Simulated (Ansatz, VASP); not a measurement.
Given: the input of a run of Ansatz 0.2.0 on Bi.

The input input.yaml:

```yaml
crystal:
  lattice:
    - [-1.9814305318, 1.9814305318, 1.9814305318]
    - [1.9814305318, -1.9814305318, 1.9814305318]
    - [1.9814305318, 1.9814305318, -1.9814305318]
  atoms:
    - { symbol: Bi, position: [0.0, 0.0, 0.0] }
hamiltonian:
  xc: { exchange: b88, correlation: pbe }
  pseudopotentials: { kind: paw }
kpoints:
  mp_grid: { grid: [9, 9, 9] }
scf:
  occupations: { method: fermi_dirac, width: 0.05 }
output:
  forces: true
  stress: true
  eigenvalues: true
```

Potentials or basis: Ansatz PAW.

Launch:

```bash
$ ansatz run input.yaml --threads 2 --pin off --max-ram 5120MiB --backend cpu --events-out ev --progress --plain --runs-dir out
```

**Question.** Translate it to VASP 6.6.1. Potentials there: VASP PAW PBE potentials, release 64 (Bi_d).

**Answer.** As run (the cutoff follows the program's own potentials):

INCAR

```
  PREC = Accurate
  ENCUT = 500
  EDIFF = 1E-6
  ISMEAR = -1
  SIGMA = 0.05
  LREAL = F
  LASPH = T
  NELM = 120
  ALGO = Normal
  ISIF = 2
  LWAVE = F
  LCHARG = T
  GGA = LIBXC
  LIBXC1 = GGA_X_B88
  LIBXC2 = GGA_C_PBE
  LELF = T
  LVHAR = T
  NBANDS = 14
  GGA_COMPAT = F
```

The input KPOINTS:

```
Automatic mesh
0
Gamma
  9 9 9
```

Contents of POSCAR:

```
Bi
1.0
   -1.9814305318      1.9814305318      1.9814305318
    1.9814305318     -1.9814305318      1.9814305318
    1.9814305318      1.9814305318     -1.9814305318
Bi
1
Direct
    0.0000000000      0.0000000000      0.0000000000
```

Potentials or basis: VASP PAW PBE potentials, release 64 (Bi_d).

Launch:

```console
$ cat potpaw_PBE.64/Bi_d/POTCAR > POTCAR
$ mpirun -np 1 vasp_std > vasp.out
```

Both were run:

|  | VASP | Ansatz | Ansatz less VASP |
| --- | --- | --- | --- |
| gap on the k mesh at the Fermi level (eV) | none | none | - |
| pressure (GPa) | 0.7 | 0.7 | +0.04 |

VASP's potentials were made for PBE, not for b88 exchange, pbe correlation. A gap of «none» marks a metal or a gap that the smearing closes. The functional is the same, so the differences come from potentials, cutoffs and numerics.

Spin-orbit coupling is off throughout.
